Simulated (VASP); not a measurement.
# LiCl (Fm-3m) in VASP: a series of runs, part 2 of 2

VASP 6.6.1. Earlier steps stand in the parts before.

## Step 4: Single point, HSE06

This run uses another cell than the first one, of 16.72 Å³/atom.

The input, POSCAR:

```
LiCl
1.0
    0.0000000000      2.5571746843      2.5571746843
    2.5571746843      0.0000000000      2.5571746843
    2.5571746843      2.5571746843      0.0000000000
Li Cl
1 1
Direct
    0.0000000000      0.0000000000      0.0000000000
    0.5000000000      0.5000000000      0.5000000000
```

The input, INCAR.step1:

```
  PREC = Accurate
  ENCUT = 520
  EDIFF = 1E-5
  ISMEAR = -1
  SIGMA = 0.02
  LREAL = F
  LASPH = T
  NELM = 80
  ALGO = Normal
  ISIF = 2
  LWAVE = T
  LCHARG = F
  GGA = PE
  NBANDS = 12
```

The input, INCAR.step2:

```
  PREC = Accurate
  ENCUT = 520
  EDIFF = 1E-6
  ISMEAR = -1
  SIGMA = 0.02
  LREAL = F
  LASPH = T
  NELM = 80
  ALGO = Normal
  ISIF = 2
  LWAVE = F
  LCHARG = F
  GGA = PE
  LHFCALC = T
  HFSCREEN = 0.2079
  PRECFOCK = Normal
  ISTART = 1
  NBANDS = 12
```

The input, KPOINTS:

```
regular mesh
0
Gamma
  6 6 6
```

Potentials or basis: VASP PAW PBE potentials, release 64 (Li_sv, Cl).

The run is started by

```bash
cat potpaw_PBE.64/Li_sv/POTCAR potpaw_PBE.64/Cl/POTCAR > POTCAR
cp INCAR.step1 INCAR
mpirun -np 1 vasp_std > vasp.out
cp INCAR.step2 INCAR
mpirun -np 1 vasp_std > vasp.out
```

OUTCAR:

```text
PREC = Accurate
   ENCUT = 520
   EDIFF = 1E-6
   ISMEAR = -1
   LREAL = F
   LASPH = T
   NELM = 80
   ISIF = 2
   GGA = PE
   LHFCALC = T
   HFSCREEN = 0.2079
   PRECFOCK = Normal
   ISTART = 1

 ion  position               nearest neighbor table
   1  0.000  0.000  0.000-   2 2.56   2 2.56   2 2.56   2 2.56   2 2.56   2 2.56
   2  0.500  0.500  0.500-   1 2.56   1 2.56   1 2.56   1 2.56   1 2.56   1 2.56

  LATTYP: Found a face centered cubic cell.
 ALAT       =     5.1143493686

  Lattice vectors:

 A1 = (   0.0000000000,   2.5571746843,   2.5571746843)
 A2 = (   2.5571746843,   0.0000000000,   2.5571746843)
 A3 = (   2.5571746843,   2.5571746843,   0.0000000000)

Analysis of symmetry for initial positions (statically):
=====================================================================
 Subroutine PRICEL returns:
 Original cell was already a primitive cell.

 Routine SETGRP: Setting up the symmetry group for a
 face centered cubic supercell.

 Subroutine GETGRP returns: Found 48 space group operations
 (whereof 48 operations were pure point group operations)
 out of a pool of 48 trial point group operations.

The static configuration has the point symmetry O_h .

Analysis of symmetry for dynamics (positions and initial velocities):
=====================================================================
 Subroutine PRICEL returns:
 Original cell was already a primitive cell.

 Routine SETGRP: Setting up the symmetry group for a
 face centered cubic supercell.

 Subroutine GETGRP returns: Found 48 space group operations
 (whereof 48 operations were pure point group operations)
 out of a pool of 48 trial point group operations.

The dynamic configuration has the point symmetry O_h .

 Subroutine INISYM returns: Found 48 space group operations
 (whereof 48 operations are pure point group operations),
 and found     1 'primitive' translations

[... 117 lines left out ...]
   AEXX    =    0.2500 exact exchange contribution
   HFSCREEN=    0.2079 screening length (either q_TF or 0.3 A-1)
   HFSCREENC=   0.2079 screening length for correlation (either q_TF or 0.3 A-1)
   ENCUTFOCK=  -1.0 apply spherical cutoff to Coloumb kernel
   IVDW    =     0    specifies the selected vdW correction
   LEPSILON=     F    determine dielectric tensor
   LRPA    =     F    only Hartree local field effects (RPA)
 non-spin polarized calculation
  energy-cutoff  :      520.00
  volume of cell :       33.44
 maximum number of plane-waves:       934
  NGX = 24; NGY = 24; NGZ = 24

 number of electron      10.0000003 magnetization

 Free energy of the ion-electron system (eV)
  ---------------------------------------------------
  ext. energy  EPLUGINS =         0.00000000
  ---------------------------------------------------
  free energy    TOTEN  =        -8.45941655 eV

  energy without entropy =       -8.45941655  energy(sigma->0) =       -8.45941655

 E-fermi :   0.2514     XC(G=0):  -7.2915

 val. band max:       -0.3144826215   @ k =   0.0000   0.0000   0.0000
 cond. band min:       7.4710959286   @ k =   0.0000   0.0000   0.0000
 fundamental gap:      7.7855785501
 Fermi energy:         0.2514497337

 k-point     1 :       0.0000    0.0000    0.0000
  band No.  band energies     occupation
      1     -46.5730      2.00000
      2     -15.0114      2.00000
      3      -0.3145      2.00000
      4      -0.3145      2.00000
      5      -0.3145      2.00000
      6       7.4711      0.00000
      7      13.1580      0.00000
      8      13.1580      0.00000
      9      13.1580      0.00000
     10      15.9645      0.00000
     11      15.9646      0.00000
     12      15.9671      0.00000
[... 211 lines left out ...]
 k-point    16 :      -0.3333    0.5000    0.1667
  band No.  band energies     occupation
      1     -46.5685      2.00000
      2     -14.1094      2.00000
      3      -3.0669      2.00000
      4      -2.1127      2.00000
      5      -1.4845      2.00000
      6       9.9161      0.00000
      7      10.5128      0.00000
      8      12.6763      0.00000
      9      12.7761      0.00000
     10      16.4276      0.00000
     11      18.7691      0.00000
     12      20.3482      0.00000

------------------------ aborting loop because EDIFF is reached ----------------------------------------

  FORCE on cell =-STRESS in cart. coord.  units (eV):
  Direction    XX          YY          ZZ          XY          YZ          ZX
  --------------------------------------------------------------------------------------
  -------------------------------------------------------------------------------------
  Total       -0.0141140     -0.0141140     -0.0141140     -0.0000000      0.0000000     -0.0000000
  in kB       -0.6761621     -0.6761621     -0.6761621     -0.0000000      0.0000000     -0.0000000
  external PRESSURE =      -0.6761621 kB  Pullay stress =       0.0000000 kB

 VOLUME and BASIS-vectors are now :
 -----------------------------------------------------------------------------
  energy-cutoff  :      520.00
  volume of cell :       33.44
      direct lattice vectors                 reciprocal lattice vectors
     0.000000000  2.557174684  2.557174684    -0.195528293  0.195528293  0.195528293
     2.557174684  0.000000000  2.557174684     0.195528293 -0.195528293  0.195528293
     2.557174684  2.557174684  0.000000000     0.195528293  0.195528293 -0.195528293

 POSITION                                       TOTAL-FORCE (eV/Angst)
 -----------------------------------------------------------------------------------
      0.00000      0.00000      0.00000        -0.000000     -0.000000     -0.000000
      2.55717      2.55717      2.55717         0.000000      0.000000      0.000000
 -----------------------------------------------------------------------------------
    total drift:                                0.000000     -0.000000     -0.000000

  FREE ENERGIE OF THE ION-ELECTRON SYSTEM (eV)
  ---------------------------------------------------
  free  energy   TOTEN  =        -8.4594165494 eV

  energy  without entropy=       -8.4594165494  energy(sigma->0) =       -8.45941655
```

OUTCAR.step1:

```text
PREC = Accurate
   ENCUT = 520
   EDIFF = 1E-5
   ISMEAR = -1
   LREAL = F
[... 450 lines left out ...]
      0.00000      0.00000      0.00000        -0.000000     -0.000000     -0.000000
      2.55717      2.55717      2.55717         0.000000      0.000000      0.000000
 -----------------------------------------------------------------------------------
    total drift:                                0.000000      0.000000      0.000000

  FREE ENERGIE OF THE ION-ELECTRON SYSTEM (eV)
  ---------------------------------------------------
  free  energy   TOTEN  =        -7.3846525304 eV

  energy  without entropy=       -7.3846525304  energy(sigma->0) =       -7.38465253
```

Run time: 9.2 min. Hardware: 1 thread of Intel Xeon Platinum 8259CL at 2.50GHz (Skylake/Cascade Lake), shared host; peak memory 0.26 GiB.

What came out:

```
Free energy            : -8.4594 eV
Band gap on the k mesh : 7.79 eV
```

Caveat: the cutoff is under 1.25 times the usual one of these potentials, so pressure, stress and relaxed cells hold a basis-set (Pulay) error; the PAW data sets were made with another functional, which shifts forces and pressure a little.

## Step 5: Overview

| task | level | potentials or basis | cell | k mesh | cutoff (eV) | grid for exact exchange (PRECFOCK) | share of exact exchange | screening parameter | gap on the mesh (eV) | pressure (GPa) | relaxed volume (Å³/atom) |
| --- | --- | --- | --- | --- | --- | --- | --- | --- | --- | --- | --- |
| relaxation of cell and atoms | LDA | VASP PAW LDA potentials, release 64 (Li_sv, Cl) | relaxed from a = 3.641 Å, angles 60.0°, 2 atoms | 8 × 8 × 8 | 600 | - | - | - | 6.52 | 0.0 | 15.25 |
| relaxation of cell and atoms | r2SCAN | VASP PAW PBE potentials, release 64 (Li_sv, Cl) | relaxed from a = 3.641 Å, angles 60.0°, 2 atoms | 8 × 8 × 8 | 600 | - | - | - | 7.46 | 0.0 | 16.46 |
| single point | HSE06 | VASP PAW PBE potentials, release 64 (Li_sv, Cl) | a = 3.616 Å, angles 60.0°, 2 atoms | 6 × 6 × 6 | 520 | Normal | 0.25 | 0.2079 1/Å | 7.79 | - | - |

Alike in all rows: no spin polarisation; smearing fermi-dirac 0.02 eV.

Caveats: the cutoff is under 1.25 times the usual one of these potentials, so pressure, stress and relaxed cells hold a basis-set (Pulay) error; the PAW data sets were made with another functional, which shifts forces and pressure a little (at least some runs).

Total energies depend on the potentials used, so only differences within one code and one set of settings carry meaning.
